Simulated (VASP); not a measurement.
# AlFe3H (Pm-3m) in VASP: further runs

Runs on AlFe3H. Level: r2SCAN. Tasks: single point.

Program: VASP 6.6.1. These are calculated values, not measurements. Logs are shortened: lines on timing, memory, paths and dates and some standing lists are left out, and cuts for length are marked.

**1. The cell of the first run**

The structure is cubic, space group Pm-3m (No. 221). The conventional cell has a = 3.700 Å, b = 3.700 Å, c = 3.700 Å, α = 90.00°, β = 90.00°, γ = 90.00°. Within 3.5 Å of Al (site symmetry m-3m) lie 12 Fe at 2.62 Å and 8 H at 3.20 Å. Within 2.5 Å of Fe (site symmetry 4/mmm) lie 2 H at 1.85 Å. Within 2.5 Å of H (site symmetry m-3m) lie 6 Fe at 1.85 Å.

**2. Single point, r2SCAN**

The input, POSCAR:

```
AlFe3H
1.0
    3.6995535300      0.0000000000      0.0000000000
    0.0000000000      3.6995535300      0.0000000000
    0.0000000000      0.0000000000      3.6995535300
Al Fe H
1 3 1
Direct
    0.5000000000      0.5000000000      0.5000000000
    0.5000000000      0.0000000000      0.0000000000
    0.0000000000      0.5000000000      0.0000000000
    0.0000000000      0.0000000000      0.5000000000
    0.0000000000      0.0000000000      0.0000000000
```

The input, INCAR.step1:

```
SYSTEM = AlFe3H
  PREC = Accurate
  ENCUT = 520
  ISMEAR = 0
  SIGMA = 0.1
  LREAL = .False.
  LASPH = .True.
  NELM = 80
  NBANDS = 22
  GGA = PE
  ALGO = Normal
  EDIFF = 1E-4
  LWAVE = .True.
  LCHARG = .False.
```

The input, INCAR.step2:

```
SYSTEM = AlFe3H
  PREC = Accurate
  ENCUT = 520
  EDIFF = 1E-6
  ISMEAR = 0
  SIGMA = 0.1
  LREAL = .False.
  LASPH = .True.
  NELM = 80
  ALGO = Normal
  ISIF = 2
  LWAVE = .False.
  LCHARG = .False.
  METAGGA = R2SCAN
  LMIXTAU = .True.
  NBANDS = 22
  ISTART = 1
```

The input, KPOINTS:

```
regular mesh
0
Gamma
  10 10 10
  0 0 0
```

Potentials or basis: VASP PAW PBE potentials, release 64 (Al, Fe, H).

Run with:

```console
$ cat potpaw_PBE.64/Al/POTCAR potpaw_PBE.64/Fe/POTCAR potpaw_PBE.64/H/POTCAR > POTCAR
$ cp INCAR.step1 INCAR
$ mpirun -np 1 vasp_std > vasp.out
$ cp INCAR.step2 INCAR
$ mpirun -np 1 vasp_std > vasp.out
```

OUTCAR:

```text
SYSTEM = AlFe3H
   PREC = Accurate
   ENCUT = 520
   EDIFF = 1E-6
   ISMEAR = 0
   LREAL = .False.
   LASPH = .True.
   NELM = 80
   ISIF = 2
   METAGGA = R2SCAN
   ISTART = 1

 ion  position               nearest neighbor table
   1  0.500  0.500  0.500-   2 2.62   3 2.62   4 2.62   2 2.62   3 2.62   2 2.62   4 2.62   2 2.62
                             3 2.62   4 2.62   3 2.62   4 2.62
   2  0.500  0.000  0.000-   5 1.85   5 1.85   4 2.62   1 2.62   1 2.62   4 2.62   1 2.62   3 2.62
                             1 2.62   3 2.62   4 2.62   3 2.62   4 2.62   3 2.62
   3  0.000  0.500  0.000-   5 1.85   5 1.85   4 2.62   1 2.62   1 2.62   4 2.62   2 2.62   4 2.62
                             2 2.62   4 2.62   1 2.62   2 2.62   1 2.62   2 2.62
   4  0.000  0.000  0.500-   5 1.85   5 1.85   3 2.62   1 2.62   2 2.62   3 2.62   2 2.62   1 2.62
                             3 2.62   3 2.62   1 2.62   2 2.62   2 2.62   1 2.62
   5  0.000  0.000  0.000-   2 1.85   3 1.85   4 1.85   4 1.85   3 1.85   2 1.85

  LATTYP: Found a simple cubic cell.
 ALAT       =     3.6995535300

  Lattice vectors:

 A1 = (   3.6995535300,   0.0000000000,   0.0000000000)
 A2 = (   0.0000000000,   3.6995535300,   0.0000000000)
 A3 = (   0.0000000000,   0.0000000000,   3.6995535300)

Analysis of symmetry for initial positions (statically):
=====================================================================
 Subroutine PRICEL returns:
 Original cell was already a primitive cell.

 Routine SETGRP: Setting up the symmetry group for a
 simple cubic supercell.

 Subroutine GETGRP returns: Found 48 space group operations
 (whereof 48 operations were pure point group operations)
 out of a pool of 48 trial point group operations.

The static configuration has the point symmetry O_h .

Analysis of symmetry for dynamics (positions and initial velocities):
=====================================================================
 Subroutine PRICEL returns:
 Original cell was already a primitive cell.

 Routine SETGRP: Setting up the symmetry group for a
 simple cubic supercell.

 Subroutine GETGRP returns: Found 48 space group operations
 (whereof 48 operations were pure point group operations)
 out of a pool of 48 trial point group operations.

The dynamic configuration has the point symmetry O_h .

 Subroutine INISYM returns: Found 48 space group operations
 (whereof 48 operations are pure point group operations),
 and found     1 'primitive' translations

----------------------------------------------------------------------------------------

                                     Primitive cell

  volume of cell :      50.6347

  direct lattice vectors                    reciprocal lattice vectors
     3.699553530  0.000000000  0.000000000     0.270302887  0.000000000  0.000000000
     0.000000000  3.699553530  0.000000000     0.000000000  0.270302887  0.000000000
     0.000000000  0.000000000  3.699553530     0.000000000  0.000000000  0.270302887

  length of vectors
     3.699553530  3.699553530  3.699553530     0.270302887  0.270302887  0.270302887

  position of ions in fractional coordinates (direct lattice)
     0.500000000  0.500000000  0.500000000
     0.500000000  0.000000000  0.000000000
     0.000000000  0.500000000  0.000000000
     0.000000000  0.000000000  0.500000000
     0.000000000  0.000000000  0.000000000

  ion indices of the primitive-cell ions
   primitive index   ion index
                 1           1
                 2           2
                 3           3
                 4           4
                 5           5

----------------------------------------------------------------------------------------

 KPOINTS: regular mesh

Automatic generation of k-mesh.
 Grid dimensions read from file:
 generate k-points for:   10   10   10

 Generating k-lattice:

  Cartesian coordinates                     Fractional coordinates (reciprocal lattice)
     0.027030289  0.000000000  0.000000000     0.100000000  0.000000000  0.000000000
     0.000000000  0.027030289  0.000000000     0.000000000  0.100000000  0.000000000
     0.000000000  0.000000000  0.027030289     0.000000000  0.000000000  0.100000000

  Length of vectors
     0.027030289  0.027030289  0.027030289

  Shift w.r.t. Gamma in fractional coordinates (k-lattice)
     0.000000000  0.000000000  0.000000000

 Subroutine IBZKPT returns following result:
 ===========================================

 Found     56 irreducible k-points:

 Following reciprocal coordinates:
            Coordinates               Weight
  0.000000  0.000000  0.000000      1.000000
  0.100000  0.000000  0.000000      6.000000
  0.200000  0.000000  0.000000      6.000000
  0.300000  0.000000  0.000000      6.000000
  0.400000  0.000000  0.000000      6.000000
  0.500000  0.000000  0.000000      3.000000
[... 16 lines left out ...]
  0.200000  0.100000  0.100000     24.000000
  0.300000  0.100000  0.100000     24.000000
 [... further k-points ...]
   k-points           NKPTS =     56   k-points in BZ     NKDIM =     56   number of bands    NBANDS=     22
   number of dos      NEDOS =    301   number of ions     NIONS =      5
   total plane-waves  NPLWV =  21952
   dimension x,y,z NGX =    28 NGY =   28 NGZ =   28
   dimension x,y,z NGXF=    56 NGYF=   56 NGZF=   56
   ions per type =               1   3   1
   NGX,Y,Z   is equivalent  to a cutoff of  12.58, 12.58, 12.58 a.u.
   NGXF,Y,Z  is equivalent  to a cutoff of  25.16, 25.16, 25.16 a.u.
 SYSTEM =  AlFe3H
   PREC   = accura    normal or accurate (medium, high low for compatibility)
   ISTART =      1    job   : 0-new  1-cont  2-samecut
   ICHARG =      0    charge: 1-file 2-atom 10-const
   ISPIN  =      1    spin polarized calculation?
   LNONCOLLINEAR =      F non collinear calculations
   LSORBIT =      F    spin-orbit coupling
   LASPH  =      T    aspherical Exc in radial PAW
   ENCUT  =  520.0 eV  38.22 Ry    6.18 a.u.   6.88  6.88  6.88*2*pi/ulx,y,z
   NELM   =     80;   NELMIN=  2; NELMDL=  0     # of ELM steps
   EDIFF  = 0.1E-05   stopping-criterion for ELM
   LREAL  =      F    real-space projection
   EDIFFG = 0.1E-04   stopping-criterion for IOM
   NSW    =      0    number of steps for IOM
   IBRION =     -1    ionic relax: 0-MD 1-quasi-New 2-CG
   NFREE  =      0    steps in history (QN), initial steepest desc. (CG)
   ISIF   =      2    stress and relaxation
   ISYM   =      2    0-nonsym 1-usesym 2-fastsym
   POTIM  = 0.5000    time-step for ionic-motion
   TEBEG  =    0.0;   TEEND  =   0.0 temperature during run
   PSTRESS=    0.0 pullay stress
   NELECT =      28.0000    total number of electrons
   NUPDOWN=      -1.0000    fix difference up-down
   EMIN   =  10.00;   EMAX   =-10.00  energy-range for DOS
   EFERMI =   0.00;   METHOD = LEGACY
   ISMEAR =     0;   SIGMA  =   0.10  broadening in eV -4-tet -1-fermi 0-gaus
   EFERMI_NEDOS =   21; number of points for ismear=-14 and -15
   IALGO  =     38    algorithm
   IMIX   =      4    mixing-type and parameters
     AMIX     =   0.40;   BMIX     =  1.00
     AMIX_MAG =   1.60;   BMIX_MAG =  1.00
  volume/ion in A,a.u.               =      10.13        68.34
  Fermi-wavevector in a.u.,A,eV,Ry     =   1.343728  2.539279 24.566765  1.805606
  Thomas-Fermi vector in A             =   2.471779
   LORBIT       =      0    0 simple, 1 ext, 2 COOP (PROOUT), +10 PAW based schemes
   METAGGA = R2SCAN    functional components
   LHFCALC =     F    Hartree Fock is set to
   AEXX    =    0.0000 exact exchange contribution
   IVDW    =     0    specifies the selected vdW correction
   LEPSILON=     F    determine dielectric tensor
   LRPA    =     F    only Hartree local field effects (RPA)
 non-spin polarized calculation
 Gauss-broadening in eV      SIGMA  =   0.10
  energy-cutoff  :      520.00
  volume of cell :       50.63
 maximum number of plane-waves:      1406
 NGX is ok and might be reduce to    28
   NGX = 13   NGY = 13   NGZ = 13

 number of electron      28.0000030 magnetization

 Free energy of the ion-electron system (eV)
  ---------------------------------------------------
  ext. energy  EPLUGINS =         0.00000000
  ---------------------------------------------------
  free energy    TOTEN  =       -51.11209224 eV

  energy without entropy =      -51.04918957  energy(sigma->0) =      -51.08064090

 E-fermi :   6.3355     XC(G=0): -13.4155

 val. band max:        6.3309355921   @ k =   0.5000   0.3000   0.3000
 cond. band min:       6.3421414089   @ k =   0.5000   0.4000   0.1000
 fundamental gap:      0.0112058168
 Fermi energy:         6.3355442053

 k-point     1 :       0.0000    0.0000    0.0000
  band No.  band energies     occupation
      1      -4.5750      2.00000
      2      -0.7085      2.00000
      3       3.2777      2.00000
      4       3.2777      2.00000
      5       3.5926      2.00000
      6       3.5926      2.00000
[... 14 lines left out ...]
     21      13.6838      0.00000
     22      13.6838      0.00000

 k-point     2 :       0.1000    0.0000    0.0000
  band No.  band energies     occupation
      1      -4.4637      2.00000
      2      -0.6662      2.00000
      3       3.1672      2.00000
      4       3.3627      2.00000
      5       3.6100      2.00000
      6       3.6100      2.00000
[... 14 lines left out ...]
     21      13.6580      0.00000
     22      14.1039      0.00000

 k-point     3 :       0.2000    0.0000    0.0000
  band No.  band energies     occupation
      1      -4.1398      2.00000
      2      -0.5741      2.00000
      3       2.8056      2.00000
      4       3.6044      2.00000
      5       3.6581      2.00000
      6       3.6581      2.00000
[... 14 lines left out ...]
     21      13.5837      0.00000
     22      14.7943      0.00000
[... 476 lines left out ...]
 k-point    23 :       0.2000    0.1000    0.1000
  band No.  band energies     occupation
      1      -3.9219      2.00000
      2      -0.4691      2.00000
      3       2.8924      2.00000
      4       3.4633      2.00000
      5       3.5108      2.00000
      6       3.7705      2.00000
[... 14 lines left out ...]
     21      14.1764      0.00000
     22      14.6902      0.00000

 k-point    24 :       0.3000    0.1000    0.1000
  band No.  band energies     occupation
      1      -3.4289      2.00000
      2      -0.4167      2.00000
      3       2.3521      2.00000
      4       3.5114      2.00000
      5       3.6940      2.00000
      6       3.9466      2.00000
[... 14 lines left out ...]
     21      13.5350      0.00000
     22      13.9947      0.00000

 [... further k-points ...]

------------------------ aborting loop because EDIFF is reached ----------------------------------------

  FORCE on cell =-STRESS in cart. coord.  units (eV):
  Direction    XX          YY          ZZ          XY          YZ          ZX
  --------------------------------------------------------------------------------------
  -------------------------------------------------------------------------------------
  Total       -6.3971062     -6.3971062     -6.3971062      0.0000000      0.0000000     -0.0000000
  in kB     -202.4166321   -202.4166321   -202.4166321      0.0000000      0.0000000     -0.0000000
  external PRESSURE =    -202.4166321 kB  Pullay stress =       0.0000000 kB

 VOLUME and BASIS-vectors are now :
 -----------------------------------------------------------------------------
  energy-cutoff  :      520.00
  volume of cell :       50.63
      direct lattice vectors                 reciprocal lattice vectors
     3.699553530  0.000000000  0.000000000     0.270302887  0.000000000  0.000000000
     0.000000000  3.699553530  0.000000000     0.000000000  0.270302887  0.000000000
     0.000000000  0.000000000  3.699553530     0.000000000  0.000000000  0.270302887

 POSITION                                       TOTAL-FORCE (eV/Angst)
 -----------------------------------------------------------------------------------
      1.84978      1.84978      1.84978         0.000000      0.000000      0.000000
      1.84978      0.00000      0.00000         0.000000      0.000000      0.000000
      0.00000      1.84978      0.00000         0.000000      0.000000      0.000000
      0.00000      0.00000      1.84978         0.000000      0.000000      0.000000
      0.00000      0.00000      0.00000         0.000000      0.000000      0.000000
 -----------------------------------------------------------------------------------
    total drift:                               -0.000000      0.000000     -0.000000

  FREE ENERGIE OF THE ION-ELECTRON SYSTEM (eV)
  ---------------------------------------------------
  free  energy   TOTEN  =       -51.1120922387 eV

  energy  without entropy=      -51.0491895653  energy(sigma->0) =      -51.08064090
```

Wall time 5.7 min (1 thread of Intel Xeon 8259CL, shared host); peak memory 0.21 GiB.

What came out:

- Free energy: -51.1121 eV
- Pressure: -20.2 GPa
- Band gap on the k mesh: zero (bands 14 and 15 overlap by 0.81 eV)

Caveat: the cell stands under tension; the PAW data sets were made with another functional, which shifts forces and pressure a little; the run has no spin polarisation, though such a crystal can be magnetic. Spin polarisation is off, so any magnetic state and its effect on volume and gap are missing.

**3. Single point, r2SCAN, collinear spin, ferromagnetic start**

POSCAR is that of step 2.

The input, INCAR.step1:

```
PREC     = Accurate       # precision mode
ENCUT    = 520            # plane-wave cutoff, eV
ISMEAR   = 0              # smearing method
SIGMA    = 0.1            # smearing width, eV
LREAL    = F              # projectors in reciprocal space
LASPH    = T              # aspherical terms in the spheres
NELM     = 150            # most SCF steps
ISPIN    = 2              # spin polarisation
MAGMOM   = 0 4 4 4 0      # initial moments
LMAXMIX  = 4              # l up to which the mixer works
NBANDS   = 26             # bands
GGA      = PE             # functional
ALGO     = Normal         # electronic algorithm
EDIFF    = 1E-4           # SCF threshold, eV
LWAVE    = T              # write WAVECAR
LCHARG   = F              # write CHGCAR
```

The input, INCAR.step2:

```
PREC     = Accurate       # precision mode
ENCUT    = 520            # plane-wave cutoff, eV
EDIFF    = 1E-6           # SCF threshold, eV
ISMEAR   = 0              # smearing method
SIGMA    = 0.1            # smearing width, eV
LREAL    = F              # projectors in reciprocal space
LASPH    = T              # aspherical terms in the spheres
NELM     = 150            # most SCF steps
ALGO     = Normal         # electronic algorithm
ISIF     = 2              # what is computed and relaxed
LWAVE    = F              # write WAVECAR
LCHARG   = F              # write CHGCAR
ISPIN    = 2              # spin polarisation
MAGMOM   = 0 4 4 4 0      # initial moments
LORBIT   = 11             # projections on sites
LMAXMIX  = 4              # l up to which the mixer works
METAGGA  = R2SCAN         # meta-GGA
LMIXTAU  = T            
NBANDS   = 26             # bands
ISTART   = 1
```

The input, KPOINTS:

```
regular mesh
0
Gamma
  10 10 10
```

Potentials or basis: VASP PAW PBE potentials, release 64 (Al, Fe, H).

Run with:

```console
$ cat potpaw_PBE.64/Al/POTCAR potpaw_PBE.64/Fe/POTCAR potpaw_PBE.64/H/POTCAR > POTCAR
$ cp INCAR.step1 INCAR
$ mpirun -np 1 vasp_std > vasp.out
$ cp INCAR.step2 INCAR
$ mpirun -np 1 vasp_std > vasp.out
```

Wall time 11 min (1 thread of Intel Xeon 8259CL, shared host); peak memory 0.26 GiB.

Results (log left out):

```yaml
Free_energy: -53.9271 eV
Pressure: 0.7 GPa
Net_moment: 7.37 μB per cell
Site_moments: Al -0.10; Fe +2.58; H -0.03 μB
Valence_electrons_inside_the_program's_atomic_spheres: Al 0.85; Fe 7.25; H 0.57
```

Levels at points of the mesh, in eV from the Fermi level:
Spin up:
```
           k point  band 14  band 15  band 16  band 17  band 18  band 19  band 20  band 21  band 22  band 23
(0.00, 0.00, 0.00)    -1.37    -1.37    -1.37    -0.09    -0.09    -0.09     3.14     5.66     5.66     9.99
(0.50, 0.00, 0.00)    -2.76    -2.76    -2.40    -1.37     3.66     4.41     4.41     4.54     4.54     5.60
(0.50, 0.50, 0.00)    -2.90    -2.72    -2.36    -2.00    -0.45    -0.45     5.58     7.06     7.31     7.31
(0.50, 0.50, 0.50)    -2.65    -2.65    -2.65    -1.65    -1.65    -1.65     2.14     3.04     3.04     3.04
```
Spin down:
```tsv
k point	band 7	band 8	band 9	band 10	band 11	band 12	band 13	band 14
(0.00, 0.00, 0.00)	-2.67	-0.35	-0.35	-0.35	0.59	0.59	0.59	1.70
(0.50, 0.00, 0.00)	-1.71	-1.54	-1.54	-0.19	0.05	0.46	0.47	0.47
(0.50, 0.50, 0.00)	-1.52	-1.52	-1.17	-1.17	0.34	0.44	0.50	0.60
(0.50, 0.50, 0.50)	-3.00	-3.00	-0.71	-0.71	-0.71	0.79	0.79	0.79
```

Caveat: the PAW data sets were made with another functional, which shifts forces and pressure a little.
